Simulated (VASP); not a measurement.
Write the native input for VASP 6.6.1 that does the following.

* Task: single point
* Functional: PBE
* Dispersion: D3(BJ)
* Potentials or basis: VASP PAW PBE potentials, release 64 (Se, Pt)
* Cutoff: 520 eV
* k mesh: 9 × 9 × 1
* Occupations: gaussian, width 0.05 eV
* Spin: no spin polarisation
* Dipole correction: yes
* Further INCAR settings: ALGO = Normal; EDIFF = 1e-06; NBANDS = 31

The structure of PtSe2 lies in POSCAR:

```
PtSe2
1.0
    3.7070358307      0.0000000000      0.0000000000
   -1.8535179153      3.2103872021      0.0000000000
    0.0000000000      0.0000000000     22.7981611688
Se Pt
4 2
Direct
    0.6666666667      0.3333333333      0.1973843402
    0.3333333333      0.6666666667      0.3135814565
    0.8333333333      1.0000000000      0.4675412418
    0.5000000000      1.3333333333      0.5837383581
    0.0000000000      0.0000000000      0.2554828983
    0.1666666667      0.6666666667      0.5256398000
```

One way to write it, as run:

INCAR

```
SYSTEM = PtSe2
ALGO = Normal ; DIPOL = 0.5 0.5 0.391
EDIFF = 1E-6 ; ENCUT = 520
GGA = PE ; IDIPOL = 3
ISIF = 2 ; ISMEAR = 0
IVDW = 12 ; LASPH = .True.
LCHARG = .False. ; LDIPOL = .True.
LREAL = .False. ; LWAVE = .False.
NBANDS = 31 ; NELM = 80
PREC = Accurate ; SIGMA = 0.05
```

KPOINTS

```
k-points
0
Gamma
  9 9 1
  0 0 0
```

Potentials or basis: VASP PAW PBE potentials, release 64 (Se, Pt).

The run is started by

```bash
$ cat potpaw_PBE.64/Se/POTCAR potpaw_PBE.64/Pt/POTCAR > POTCAR
$ mpirun -np 1 vasp_std > vasp.out
```

It gave:

The largest force is 0.073 eV/Å and the band gap on the k mesh is 0.99 eV, indirect (least direct gap 1.18 eV). The dispersion energy per atom is -0.344 eV.

Caveat: spin-orbit coupling is left out, which moves the levels of the heavy elements.

Wall time 13 min on 1 thread of Oxide Virtual Turin-like Processor, with other jobs on the host, peak memory 0.52 GiB.
